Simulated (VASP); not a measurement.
A run of VASP 6.6.1 is set up as follows.

Contents of INCAR:

```
ALGO = Normal ; EDIFF = 1E-6
ENCUT = 520 ; GGA = PE
ISIF = 2 ; ISMEAR = 0
ISPIN = 2 ; LASPH = True
LCHARG = False ; LMAXMIX = 4
LORBIT = 11 ; LREAL = False
LWAVE = False ; MAGMOM = 1 0 0 0 0 0
NBANDS = 29 ; NELM = 150
PREC = Accurate ; SIGMA = 0.1
```

Contents of KPOINTS:

```
k-points
0
Gamma
  6 6 2
```

Contents of POSCAR:

```
ScAl2P3
1.0
    3.4388175370      0.0000000000      0.0000000000
    0.0000000000      3.4388175370      0.0000000000
    0.0000000000      0.0000000000      8.6028553127
Sc Al P
1 2 3
Direct
    0.0000000000      0.0000000000      0.5000000000
    0.0000000000      0.0000000000      0.1583624655
    0.0000000000      0.0000000000      0.8416375345
    0.5000000000      0.5000000000      0.3692206292
    0.5000000000      0.5000000000      0.6307793708
    0.5000000000      0.5000000000      0.0000000000
```

Potentials or basis: VASP PAW PBE potentials, release 64 (Sc_sv, Al, P).

The run is started by

```console
$ cat potpaw_PBE.64/Sc_sv/POTCAR potpaw_PBE.64/Al/POTCAR potpaw_PBE.64/P/POTCAR > POTCAR
$ mpirun -np 1 vasp_std > vasp.out
```

Question: Estimate the band gap on the k mesh.

Answer: Zero (filled and empty bands overlap).

Question: Predict the largest force.

Answer: 0.044 eV/Å.

Forces in eV/Å, atoms in the order of the input:
```
Sc   0.000  0.000  0.000
Al   0.000  0.000  0.005
Al   0.000  0.000 -0.005
P    0.000  0.000  0.044
P    0.000  0.000 -0.044
P    0.000  0.000  0.000
```

Caveat: the k points lie up to 0.37 Å⁻¹ apart, too coarse for converged energies and pressures of a metal.
